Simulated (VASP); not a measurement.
Runs of VASP 6.6.1 on TiSe. The structure is that of space group P6_3/mmc (No. 194), or close to it. The cells are those of the table. 

| task | cell | cutoff (eV) | gap on the mesh (eV) | pressure (GPa) |
| --- | --- | --- | --- | --- |
| single point | a = 3.440, b = 3.440, c = 6.821 Å, angles 90.0, 90.0, 120.0°, 4 atoms | 520 | none | -6.1 |
| single point | a = 3.358, b = 3.358, c = 6.755 Å, angles 90.0, 90.0, 120.0°, 4 atoms | 520 | none | (a) |
| relaxation of shape and atoms at fixed volume | relaxed from a = 3.324, b = 3.324, c = 6.687 Å, angles 90.0, 90.0, 120.0°, 4 atoms | 600 | none | 4.3 |
| single point | a = 3.315, b = 3.315, c = 6.722 Å, angles 90.0, 90.0, 120.0°, 4 atoms | 520 | none | 4.3 |
| relaxation of shape and atoms at fixed volume | relaxed from a = 3.281, b = 3.281, c = 6.652 Å, angles 90.0, 90.0, 120.0°, 4 atoms | 600 | none | 9.1 |

Alike in all rows: level PBEsol; potentials or basis VASP PAW PBE potentials, release 64 (Ti_sv, Se); no spin polarisation; k mesh 12 × 12 × 8; smearing gaussian 0.1 eV.

**Question.** Fill in the values left out.

**Answer.** (a) 0.3.

Caveats: the PAW data sets were made with another functional, which shifts forces and pressure a little; the cell stands under tension (at least some runs); the cell stands under pressure (at least some runs).

A k mesh can miss the band edges, and the runs leave out spin-orbit coupling on Se.

A gap of «none» marks levels without a gap at the run's occupations.
